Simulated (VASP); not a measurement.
Runs of VASP 6.6.1 on NaLa. The structure is that of space group P-6m2 (No. 187), or close to it. The cells are those of the table. 

| level | potentials or basis | cell | k mesh | cutoff (eV) | smearing | mended | gap on the mesh (eV) | pressure (GPa) |
| --- | --- | --- | --- | --- | --- | --- | --- | --- |
| PBE | VASP PAW PBE potentials, release 64 (La, Na_sv) | a = 3.606, b = 3.606, c = 6.484 Å, angles 90.0, 90.0, 120.0°, 2 atoms | 7 × 7 × 4 | 970 | fermi-dirac 0.05 eV | yes | none | -0.4 |
| PBE | VASP PAW PBE potentials, release 64 (La, Na_sv) | a = 3.678, b = 3.678, c = 6.484 Å, angles 90.0, 90.0, 120.0°, 2 atoms | 7 × 7 × 4 | 970 | fermi-dirac 0.05 eV | yes | none | -1.1 |
| PBE | VASP PAW PBE potentials, release 64 (La, Na_sv) | a = 3.534, b = 3.534, c = 6.484 Å, angles 90.0, 90.0, 120.0°, 2 atoms | 7 × 7 × 4 | 970 | fermi-dirac 0.05 eV | yes | none | 0.3 |
| LDA | VASP PAW LDA potentials, release 64 (La, Na_pv) | a = 3.724, b = 3.724, c = 6.696 Å, angles 90.0, 90.0, 120.0°, 2 atoms | 9 × 9 × 4 | 520 | gaussian 0.05 eV | - | none | (a) |
| PBE | VASP PAW PBE potentials, release 64 (La, Na_sv) | a = 3.570, b = 3.570, c = 6.484 Å, angles 90.0, 90.0, 120.0°, 2 atoms | 7 × 7 × 4 | 970 | fermi-dirac 0.05 eV | yes | none | (b) |

Alike in all rows: task single point; no spin polarisation.

Question: Estimate the missing entries.

Answer: (a) -3.2; (b) -0.1.

Caveats: spin-orbit coupling is left out, which moves the levels of the heavy elements; the cell stands under tension (at least some runs).

A k mesh can miss the band edges, and the runs leave out spin-orbit coupling on La.

A gap of «none» marks levels without a gap at the run's occupations.

The runs don't all hold the same shells in valence.
